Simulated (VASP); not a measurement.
Here is a VASP 6.6.1 calculation.

File POSCAR:

```
Te2Mo
1.0
    3.5439284671      0.0000000000      0.0000000000
   -1.7719642336      3.0691320817      0.0000000000
    0.0000000000      0.0000000000     14.2291540876
Te Mo
4 2
Direct
    0.6666666667      0.3333333333      0.3759912415
    0.3333333333      0.6666666667      0.8759912415
    0.6666666667      0.3333333333      0.1240087585
    0.3333333333      0.6666666667      0.6240087585
    0.6666666667      0.3333333333      0.7500000000
    0.3333333333      0.6666666667      0.2500000000
```

INCAR.step1

```
SYSTEM = Te2Mo
PREC = Accurate ; ENCUT = 520
ISMEAR = -1 ; SIGMA = 0.05
LREAL = .FALSE. ; LASPH = .TRUE.
NELM = 60 ; NBANDS = 35
GGA = PE ; ALGO = Normal
EDIFF = 1E-4 ; LWAVE = .TRUE.
LCHARG = .FALSE.
```

File INCAR.step2:

```
SYSTEM = Te2Mo
PREC = Accurate ; ENCUT = 520
EDIFF = 1E-6 ; ISMEAR = -1
SIGMA = 0.05 ; LREAL = .FALSE.
LASPH = .TRUE. ; NELM = 60
ALGO = Normal ; ISIF = 2
LWAVE = .FALSE. ; LCHARG = .FALSE.
METAGGA = R2SCAN ; LMIXTAU = .TRUE.
IVDW = 12 ; VDW_S6 = 1.0
VDW_S8 = 0.78981345 ; VDW_A1 = 0.49484001
VDW_A2 = 5.73083694 ; NBANDS = 35
ISTART = 1
```

Contents of KPOINTS:

```
Automatic mesh
0
G
  9 9 2
  0 0 0
```

Potentials or basis: VASP PAW PBE potentials, release 64 (Te, Mo_sv).

The run is started by

```console
$ cat potpaw_PBE.64/Te/POTCAR potpaw_PBE.64/Mo_sv/POTCAR > POTCAR
$ cp INCAR.step1 INCAR
$ mpirun -np 1 vasp_std > vasp.out
$ cp INCAR.step2 INCAR
$ mpirun -np 1 vasp_std > vasp.out
```

**Question.** Estimate the band gap on the k mesh.

**Answer.** 0.97 eV, indirect (least direct gap 1.08 eV).

**Question.** Predict the dispersion energy per atom.

**Answer.** -0.243 eV.

**Question.** What does it give for the pressure?

**Answer.** -0.3 GPa.

Forces on the atoms (eV/Å):
```
Te   0.000  0.000  0.026
Te   0.000  0.000  0.026
Te   0.000  0.000 -0.026
Te   0.000  0.000 -0.026
Mo   0.000  0.000  0.000
Mo   0.000  0.000  0.000
```

Caveat: three body term missing; the PAW data sets were made with another functional, which shifts forces and pressure a little; spin-orbit coupling is left out, which moves the levels of the heavy elements.

**Experimental background.**

From “Broadband infrared study of pressure-tunable Fano resonance and metallization transition in 2H-MoTe2”, 2022, pmc:9569381, for a bulk crystal of Te2Mo at 300 K: band gap 0.88 ± 0.05 eV (indirect).

Measured gap of Te2Mo: 0.88 eV (indirect; 300 K; quoted in “Broadband infrared study of pressure-tunable Fano resonance and metallization transition in 2H-MoTe2”, 2022, pmc:9569381). This calculation gives 0.97 eV (+0.09 eV). Spin-orbit coupling on Mo, Te is left out. The value is that of r2SCAN+D3(BJ) on a finite k mesh, which can miss the band edges, without temperature or zero-point motion.
